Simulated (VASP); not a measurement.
# Ga3As3CO in VASP: single point with PBE+D3(BJ)

Aim: the single point of Ga3As3CO with PBE+D3(BJ).

Everything below comes from runs of VASP 6.6.1. Logs are shortened: lines on timing, memory, paths and dates and some standing lists are left out, and cuts for length are marked.

### 1 The cell of the first run

The cell holds a slab with vacuum, 8 atoms: a = 4.014 Å, b = 5.676 Å, c = 23.335 Å, α = 90.00°, β = 90.00°, γ = 90.00°.

### 2 Single point, PBE+D3(BJ)

Contents of INCAR:

```
SYSTEM = Ga3As3CO
PREC     = Accurate       ! precision mode
ENCUT    = 520            ! plane-wave cutoff, eV
EDIFF    = 1E-6           ! SCF threshold, eV
ISMEAR   = 0              ! smearing method
SIGMA    = 0.05           ! smearing width, eV
LREAL    = .False.        ! projectors in reciprocal space
LASPH    = .True.         ! aspherical terms in the spheres
NELM     = 120            ! most SCF steps
ALGO     = Normal         ! electronic algorithm
ISIF     = 2              ! what is computed and relaxed
LWAVE    = .False.        ! write WAVECAR
LCHARG   = .True.         ! write CHGCAR
LDIPOL   = .True.       
IDIPOL   = 3            
DIPOL    = 0.5 0.5 0.320
GGA      = PE             ! functional
IVDW     = 12             ! dispersion correction
LELF     = .True.         ! ELF
LVHAR    = .True.       
LVACPOTAV= .True.       
NBANDS   = 57             ! bands
GGA_COMPAT= .False.      
NELMDL   = -8
```

Contents of KPOINTS:

```
regular mesh
0
Gamma
  7 5 1
  0 0 0
```

Contents of POSCAR:

```
Ga3As3CO
1.0
    4.0137031111      0.0000000000      0.0000000000
    0.0000000000      5.6762333751      0.0000000000
    0.0000000000      0.0000000000     23.3352699083
Ga As O C
3 3 1 1
Direct
    0.5000000000      0.5000000000      0.1714143447
    0.0000000000      0.0653835255      0.2680035048
    0.5000000000      0.4894639609      0.3228546357
    0.0000000000      0.2500000000      0.1714143447
    0.5000000000      0.8102208698      0.2504948966
    0.0000000000      0.2887573198      0.3593388866
    0.5000000000      0.4554239865      0.4836142866
    0.5000000000      0.4554239865      0.5328959107
```

Potentials or basis: VASP PAW PBE potentials, release 64 (Ga_d, As_d, O, C).

Launch:

```
$ cat potpaw_PBE.64/Ga_d/POTCAR potpaw_PBE.64/As_d/POTCAR potpaw_PBE.64/O/POTCAR potpaw_PBE.64/C/POTCAR > POTCAR
$ mpirun -np 1 vasp_std > vasp.out
```

OUTCAR:

```text
SYSTEM = Ga3As3CO
   PREC = Accurate
   ENCUT = 520
   EDIFF = 1E-6
   ISMEAR = 0
   LREAL = .False.
   LASPH = .True.
   NELM = 120
   ISIF = 2
   GGA = PE
   IVDW = 12
   NELMDL = -8
 IVDW          = 12

 ion  position               nearest neighbor table
   1  0.500  0.500  0.171-   4 2.46   4 2.46   5 2.55
   2  0.000  0.065  0.268-   6 2.48   4 2.49   5 2.51   5 2.51
   3  0.500  0.489  0.323-   6 2.46   6 2.46   5 2.48
   4  0.000  0.250  0.171-   1 2.46   1 2.46   2 2.49
   5  0.500  0.810  0.250-   3 2.48   2 2.51   2 2.51   1 2.55
   6  0.000  0.289  0.359-   3 2.46   3 2.46   2 2.48
   7  0.500  0.455  0.484-   8 1.15
   8  0.500  0.455  0.533-   7 1.15

  LATTYP: Found a simple orthorhombic cell.
 ALAT       =     4.0137031111
 B/A-ratio  =     1.4142135624
 C/A-ratio  =     5.8139003465

  Lattice vectors:

 A1 = (   4.0137031111,   0.0000000000,   0.0000000000)
 A2 = (   0.0000000000,   5.6762333751,   0.0000000000)
 A3 = (   0.0000000000,   0.0000000000,  23.3352699083)

Analysis of symmetry for initial positions (statically):
=====================================================================
 Subroutine PRICEL returns:
 Original cell was already a primitive cell.

 Routine SETGRP: Setting up the symmetry group for a
 simple orthorhombic supercell.

 Subroutine GETGRP returns: Found  2 space group operations
 (whereof  2 operations were pure point group operations)
 out of a pool of  8 trial point group operations.

The static configuration has the point symmetry C_1h.

Analysis of symmetry for dynamics (positions and initial velocities):
=====================================================================
 Subroutine PRICEL returns:
 Original cell was already a primitive cell.

 Routine SETGRP: Setting up the symmetry group for a
 simple orthorhombic supercell.

 Subroutine GETGRP returns: Found  2 space group operations
 (whereof  2 operations were pure point group operations)
 out of a pool of  8 trial point group operations.

The dynamic configuration has the point symmetry C_1h.

 Subroutine INISYM returns: Found  2 space group operations
 (whereof  2 operations are pure point group operations),
 and found     1 'primitive' translations

----------------------------------------------------------------------------------------

                                     Primitive cell

  volume of cell :     531.6408

  direct lattice vectors                    reciprocal lattice vectors
     4.013703111  0.000000000  0.000000000     0.249146480  0.000000000  0.000000000
     0.000000000  5.676233375  0.000000000     0.000000000  0.176173165  0.000000000
     0.000000000  0.000000000 23.335269908     0.000000000  0.000000000  0.042853586

  length of vectors
     4.013703111  5.676233375 23.335269908     0.249146480  0.176173165  0.042853586

  position of ions in fractional coordinates (direct lattice)
     0.500000000  0.500000000  0.171414345
     0.000000000  0.065383526  0.268003505
     0.500000000  0.489463961  0.322854636
     0.000000000  0.250000000  0.171414345
     0.500000000  0.810220870  0.250494897
     0.000000000  0.288757320  0.359338887
     0.500000000  0.455423987  0.483614287
     0.500000000  0.455423987  0.532895911

  ion indices of the primitive-cell ions
   primitive index   ion index
                 1           1
                 2           2
                 3           3
                 4           4
                 5           5
                 6           6
                 7           7
                 8           8

----------------------------------------------------------------------------------------

 KPOINTS: regular mesh

Automatic generation of k-mesh.
 Grid dimensions read from file:
 generate k-points for:    7    5    1

 Generating k-lattice:

  Cartesian coordinates                     Fractional coordinates (reciprocal lattice)
     0.035592354  0.000000000  0.000000000     0.142857143  0.000000000  0.000000000
     0.000000000  0.035234633  0.000000000     0.000000000  0.200000000  0.000000000
     0.000000000  0.000000000  0.042853586     0.000000000  0.000000000  1.000000000

  Length of vectors
     0.035592354  0.035234633  0.042853586

  Shift w.r.t. Gamma in fractional coordinates (k-lattice)
     0.000000000  0.000000000  0.000000000

 Subroutine IBZKPT returns following result:
 ===========================================

 Found     12 irreducible k-points:

 Following reciprocal coordinates:
            Coordinates               Weight
  0.000000  0.000000  0.000000      1.000000
  0.142857  0.000000  0.000000      2.000000
  0.285714  0.000000  0.000000      2.000000
  0.428571  0.000000  0.000000      2.000000
  0.000000  0.200000  0.000000      2.000000
  0.142857  0.200000  0.000000      4.000000
  0.285714  0.200000  0.000000      4.000000
  0.428571  0.200000  0.000000      4.000000
  0.000000  0.400000  0.000000      2.000000
  0.142857  0.400000  0.000000      4.000000
  0.285714  0.400000  0.000000      4.000000
  0.428571  0.400000  0.000000      4.000000
   k-points           NKPTS =     12   k-points in BZ     NKDIM =     12   number of bands    NBANDS=     57
   number of dos      NEDOS =    301   number of ions     NIONS =      8
   total plane-waves  NPLWV = 226800
   dimension x,y,z NGX =    30 NGY =   42 NGZ =  180
   dimension x,y,z NGXF=    60 NGYF=   84 NGZF=  360
   ions per type =               3   3   1   1
   NGX,Y,Z   is equivalent  to a cutoff of  12.43, 12.30, 12.82 a.u.
   NGXF,Y,Z  is equivalent  to a cutoff of  24.85, 24.60, 25.65 a.u.
 SYSTEM =  Ga3As3CO
   PREC   = accura    normal or accurate (medium, high low for compatibility)
   ISTART =      0    job   : 0-new  1-cont  2-samecut
   ICHARG =      2    charge: 1-file 2-atom 10-const
   ISPIN  =      1    spin polarized calculation?
   LNONCOLLINEAR =      F non collinear calculations
   LSORBIT =      F    spin-orbit coupling
   LASPH  =      T    aspherical Exc in radial PAW
   ENCUT  =  520.0 eV  38.22 Ry    6.18 a.u.   7.46 10.55 43.39*2*pi/ulx,y,z
   NELM   =    120;   NELMIN=  2; NELMDL= -8     # of ELM steps
   EDIFF  = 0.1E-05   stopping-criterion for ELM
   LREAL  =      F    real-space projection
   EDIFFG = 0.1E-04   stopping-criterion for IOM
   NSW    =      0    number of steps for IOM
   IBRION =     -1    ionic relax: 0-MD 1-quasi-New 2-CG
   NFREE  =      0    steps in history (QN), initial steepest desc. (CG)
   ISIF   =      2    stress and relaxation
   ISYM   =      2    0-nonsym 1-usesym 2-fastsym
   POTIM  = 0.5000    time-step for ionic-motion
   TEBEG  =    0.0;   TEEND  =   0.0 temperature during run
   PSTRESS=    0.0 pullay stress
   NELECT =      94.0000    total number of electrons
   NUPDOWN=      -1.0000    fix difference up-down
   EMIN   =  10.00;   EMAX   =-10.00  energy-range for DOS
   EFERMI =   0.00;   METHOD = LEGACY
   ISMEAR =     0;   SIGMA  =   0.05  broadening in eV -4-tet -1-fermi 0-gaus
   EFERMI_NEDOS =   21; number of points for ismear=-14 and -15
   IALGO  =     38    algorithm
   IMIX   =      4    mixing-type and parameters
     AMIX     =   0.40;   BMIX     =  1.00
     AMIX_MAG =   1.60;   BMIX_MAG =  1.00
  volume/ion in A,a.u.               =      66.46       448.46
  Fermi-wavevector in a.u.,A,eV,Ry     =   0.918850  1.736375 11.487202  0.844286
  Thomas-Fermi vector in A             =   2.043978
   LORBIT       =      0    0 simple, 1 ext, 2 COOP (PROOUT), +10 PAW based schemes
   GGA     = PE    functional components
   LHFCALC =     F    Hartree Fock is set to
   AEXX    =    0.0000 exact exchange contribution
   IVDW    =    12    specifies the selected vdW correction
   LEPSILON=     F    determine dielectric tensor
   LRPA    =     F    only Hartree local field effects (RPA)
 non-spin polarized calculation
 Gauss-broadening in eV      SIGMA  =   0.05
  energy-cutoff  :      520.00
  volume of cell :      531.64
 maximum number of plane-waves:     14367
 NGX is ok and might be reduce to    30
   NGX = 15   NGY = 21   NGZ = 87

 dipolmoment           0.000000      0.000000     -0.007096 electrons x Angstroem

 number of electron      93.9999977 magnetization

 dipolmoment           0.000000      0.000000      0.048826 electrons x Angstroem

 Free energy of the ion-electron system (eV)
  ---------------------------------------------------
  ext. energy  EPLUGINS =         0.00000000
  ---------------------------------------------------
  free energy    TOTEN  =       -37.57624817 eV

  energy without entropy =      -37.57624817  energy(sigma->0) =      -37.57624817

 E-fermi :  -2.2610     XC(G=0):  -3.8671

 val. band max:       -2.4663408554   @ k =   0.0000   0.0000   0.0000
 cond. band min:      -2.0539060546   @ k =   0.4286   0.0000   0.0000
 fundamental gap:      0.4124348008
 Fermi energy:        -2.2610285908

 k-point     1 :       0.0000    0.0000    0.0000
  band No.  band energies     occupation
      1     -37.6950      2.00000
      2     -37.6835      2.00000
      3     -37.6786      2.00000
      4     -37.6646      2.00000
      5     -37.6633      2.00000
      6     -37.2730      2.00000
[... 49 lines left out ...]
     56       1.9864      0.00000
     57       2.0617      0.00000

 k-point     2 :       0.1429    0.0000    0.0000
  band No.  band energies     occupation
      1     -37.6950      2.00000
      2     -37.6835      2.00000
      3     -37.6787      2.00000
      4     -37.6644      2.00000
      5     -37.6634      2.00000
      6     -37.2728      2.00000
[... 49 lines left out ...]
     56       1.7855      0.00000
     57       2.0962      0.00000
[... 538 lines left out ...]
     56       2.5358      0.00000
     57       2.9458      0.00000

 k-point    12 :       0.4286    0.4000    0.0000
  band No.  band energies     occupation
      1     -37.6948      2.00000
      2     -37.6835      2.00000
      3     -37.6790      2.00000
      4     -37.6636      2.00000
      5     -37.6635      2.00000
      6     -37.2719      2.00000
[... 49 lines left out ...]
     56       2.5381      0.00000
     57       2.8688      0.00000

------------------------ aborting loop because EDIFF is reached ----------------------------------------

 Edisp (eV)   -1.27891

 E8    (eV) :    -0.5794

  FORCE on cell =-STRESS in cart. coord.  units (eV):
  Direction    XX          YY          ZZ          XY          YZ          ZX
  --------------------------------------------------------------------------------------
  -------------------------------------------------------------------------------------
  Total      -2.11114    -2.70989    -0.75675     0.00000     0.04791     0.00000
  in kB      -6.36222    -8.16666    -2.28059     0.00000     0.14437     0.00000
  external pressure =       -5.60 kB  Pullay stress =        0.00 kB

 VOLUME and BASIS-vectors are now :
 -----------------------------------------------------------------------------
  energy-cutoff  :      520.00
  volume of cell :      531.64
      direct lattice vectors                 reciprocal lattice vectors
     4.013703111  0.000000000  0.000000000     0.249146480  0.000000000  0.000000000
     0.000000000  5.676233375  0.000000000     0.000000000  0.176173165  0.000000000
     0.000000000  0.000000000 23.335269908     0.000000000  0.000000000  0.042853586

 POSITION                                       TOTAL-FORCE (eV/Angst)
 -----------------------------------------------------------------------------------
      2.00685      2.83812      4.00000         0.000000     -0.323137      1.038779
      0.00000      0.37113      6.25393         0.000000      0.003924      0.020975
      2.00685      2.77831      7.53390         0.000000     -0.013920      0.008667
      0.00000      1.41906      4.00000         0.000000      0.323332     -1.056390
      2.00685      4.59900      5.84537         0.000000      0.002505     -0.010384
      0.00000      1.63905      8.38527         0.000000     -0.014545     -0.021818
      2.00685      2.58509     11.28527         0.000000      0.030769      0.729341
      2.00685      2.58509     12.43527         0.000000     -0.008927     -0.709170
 -----------------------------------------------------------------------------------
    total drift:                                0.000000      0.003341     -0.003284

  FREE ENERGIE OF THE ION-ELECTRON SYSTEM (eV)
  ---------------------------------------------------
  free  energy   TOTEN  =       -38.8551608794 eV

  energy  without entropy=      -38.8551608793  energy(sigma->0) =      -38.85516088

 vacuum level on the upper side and lower side of the slab         2.559         2.171
```

Wall time 9 min (1 thread of AMD EPYC 9R45 (Zen 5), shared host); peak memory 0.7 GiB.

What came out:

```
Free energy                : -38.8552 eV
Largest force              : 1.105 eV/Å
Band gap on the k mesh     : 0.41 eV (least direct gap 0.75 eV)
Dispersion energy per atom : -0.160 eV
```

Forces on the atoms (eV/Å):
```
Ga   0.000 -0.323  1.039
Ga   0.000  0.004  0.021
Ga   0.000 -0.014  0.009
As   0.000  0.323 -1.056
As   0.000  0.003 -0.010
As   0.000 -0.015 -0.022
O    0.000  0.031  0.729
C    0.000 -0.009 -0.709
```

Levels at points of the mesh, in eV from the valence-band top:
```tsv
k point	band 45	band 46	band 47	band 48	band 49	band 50
(0.00, 0.00, 0.00)	-0.88	-0.83	0.00	0.75	1.62	2.29
```

Caveat: semilocal functionals underestimate gaps, and a narrow one can read as zero.
